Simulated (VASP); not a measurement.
Write the native input for VASP 6.6.1 that does the following.

* Task: single point
* Functional: LDA
* Potentials or basis: VASP PAW LDA potentials, release 64 (Ir_sv_GW)
* Cutoff: 560 eV
* k mesh: 8 × 8 × 8
* Occupations: gaussian, width 0.1 eV
* Spin: no spin polarisation
* Dipole correction: no
* Further INCAR settings: ALGO = Normal; EDIFF = 1e-06; NBANDS = 14

The structure of Ir lies in POSCAR:

```
Ir
1.0
    0.0000000000      1.9197000000      1.9197000000
    1.9197000000      0.0000000000      1.9197000000
    1.9197000000      1.9197000000      0.0000000000
Ir
1
Direct
    0.0000000000      0.0000000000      0.0000000000
```

The input as run:

INCAR

```
SYSTEM = Ir
  PREC = Accurate
  ENCUT = 560
  EDIFF = 1E-6
  ISMEAR = 0
  SIGMA = 0.1
  LREAL = .FALSE.
  LASPH = .TRUE.
  NELM = 120
  ALGO = Normal
  ISIF = 2
  LWAVE = .FALSE.
  LCHARG = .FALSE.
  NBANDS = 14
  GGA_COMPAT = .FALSE.
```

KPOINTS

```
regular mesh
0
G
  8 8 8
  0 0 0
```

Potentials or basis: VASP PAW LDA potentials, release 64 (Ir_sv_GW).

Run with:

```console
$ cat potpaw_LDA.64/Ir_sv_GW/POTCAR > POTCAR
$ mpirun -np 1 vasp_std > vasp.out
```

Results of the run:

The pressure is -7.5 GPa and the band gap on the k mesh is zero (an odd number of electrons rules out a gap without spin polarisation).

Caveat: the cell stands under tension; spin-orbit coupling is left out, which moves the levels of the heavy elements.

Wall time 6.3 s on 1 thread of AMD EPYC 7R13 Processor (Zen 3), with other jobs on the host, peak memory 0.11 GiB.
